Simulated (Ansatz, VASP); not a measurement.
LiIn4 in VASP and in Ansatz

```xyz
5
Lattice="3.3149 0.0000 0.0000 -1.6574 2.8708 0.0000 0.0000 0.0000 10.6589" Properties=species:S:1:pos:R:3 pbc="T T T"
Li    0.0000    0.0000    0.0000
In    0.0000    1.9138    9.2291
In    0.0000    1.9138    4.0162
In    1.6574    0.9569    1.4298
In    1.6574    0.9569    6.6427
```

Change from the starting cell: species swapped into the Co4H type (P-3m1, No. 164).

Alike in both runs: task single point; functional PBE; k mesh 6 × 6 × 2; occupations gaussian, width 0.1 eV; no spin polarisation.

|  | VASP | Ansatz |
| --- | --- | --- |
| version | VASP 6.6.1 | Ansatz 0.2.0 |
| potentials or method | VASP PAW PBE potentials, release 64 (Li_sv, In_d), cutoff 520 eV | scalar-relativistic, plane waves, PAW |
| valence electrons in the cell | 55 | 55 |

```tsv
	VASP	Ansatz	Ansatz less VASP
gap on the k mesh at the Fermi level (eV)	none	none	-
rms of the force components (eV/Å)	0.828	0.824	-0.0046
```

Atom by atom the forces differ by 0.005 eV/Å (rms over components). A gap of «none» marks a metal or a gap that the smearing closes.

The k mesh is coarse, so the values compare programs but aren't converged. Noted on VASP's run: the cutoff is under 1.25 times that of the potentials, so the pressure is a little rough.
